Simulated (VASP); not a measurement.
Bi, 1 atom in the cell. The structure is tetragonal, space group P4/mmm (No. 123). Conventional cell: a = 3.199 Å, b = 3.199 Å, c = 3.477 Å, α = 90.00°, β = 90.00°, γ = 90.00°. Bi (site symmetry 4/mmm) has 6 Bi at 3.20 to 3.48 Å within 4.2 Å. 

| Quantity | Value |
| --- | --- |
| Program | VASP 6.6.1 |
| Task | single point |
| Functional | PBE |
| Potentials or basis | VASP PAW PBE potentials, release 64 (Bi_d) |
| Cutoff | 520 eV |
| k mesh | 6 × 6 × 4 |
| Occupations | gaussian, width 0.1 eV |
| Spin | no spin polarisation |
| Dipole correction | no |
| Further INCAR settings | ALGO = Fast; EDIFF = 1e-07; NBANDS = 14 |

Potentials or basis: VASP PAW PBE potentials, release 64 (Bi_d).

The run is started by

```sh
$ cat potpaw_PBE.64/Bi_d/POTCAR > POTCAR
$ mpirun -np 1 vasp_std > vasp.out
```

Hardware: 1 thread of Intel(R) Xeon(R) Platinum 8559C (Emerald Rapids) (shared host).

**Question.** How long does it take, and how much memory?

**Answer.** Wall time 8.1 s on 1 thread of Intel(R) Xeon(R) Platinum 8559C (Emerald Rapids), with other jobs on the host, peak memory 0.13 GiB. Counts: scf iterations 13, k points 30.
